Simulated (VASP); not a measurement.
Here is a VASP 6.6.1 calculation.

Contents of INCAR:

```
SYSTEM = Si8N
ALGO = Normal
EDIFF = 1E-6
ENCUT = 520
GGA_COMPAT = .False.
ISIF = 2
ISMEAR = 0
LASPH = .True.
LCHARG = .True.
LELF = .True.
LREAL = .False.
LVHAR = .True.
LWAVE = .False.
NBANDS = 28
NELM = 120
PREC = Accurate
SIGMA = 0.15
```

File KPOINTS:

```
k-points
0
Gamma
  6 6 6
  0 0 0
```

Contents of POSCAR:

```
Si8N
1.0
    4.6579848274      2.6892887940      1.8598059153
   -4.6579848274      2.6892887940      1.8598059153
    0.0000000000     -5.3785775880      1.8598059153
Si N
8 1
Direct
    0.0230623328      0.7214165780      0.5253456073
    0.9769376672      0.2785834220      0.4746543927
    0.7155045384      0.7155045384      0.7155045384
    0.2785834220      0.4746543927      0.9769376672
    0.4746543927      0.9769376672      0.2785834220
    0.7214165780      0.5253456073      0.0230623328
    0.2844954616      0.2844954616      0.2844954616
    0.5253456073      0.0230623328      0.7214165780
    0.1214165780      0.5253456073     -0.5769376672
```

Potentials or basis: VASP PAW LDA potentials, release 64 (Si, N).

Command:

```bash
$ cat potpaw_LDA.64/Si/POTCAR potpaw_LDA.64/N/POTCAR > POTCAR
$ mpirun -np 1 vasp_std > vasp.out
```

Task: Estimate the band gap on the k mesh.

Result: Zero (an odd number of electrons rules out a gap without spin polarisation).

Task: Estimate the largest force.

Result: 14.065 eV/Å.

Stress tensor (GPa, compression positive):
```
27.71 -2.37 -6.60
-2.37 13.95  4.63
-6.60  4.63  7.80
```

Caveat: an odd number of electrons without spin polarisation forces a metal; a magnetic or distorted state may lie lower.
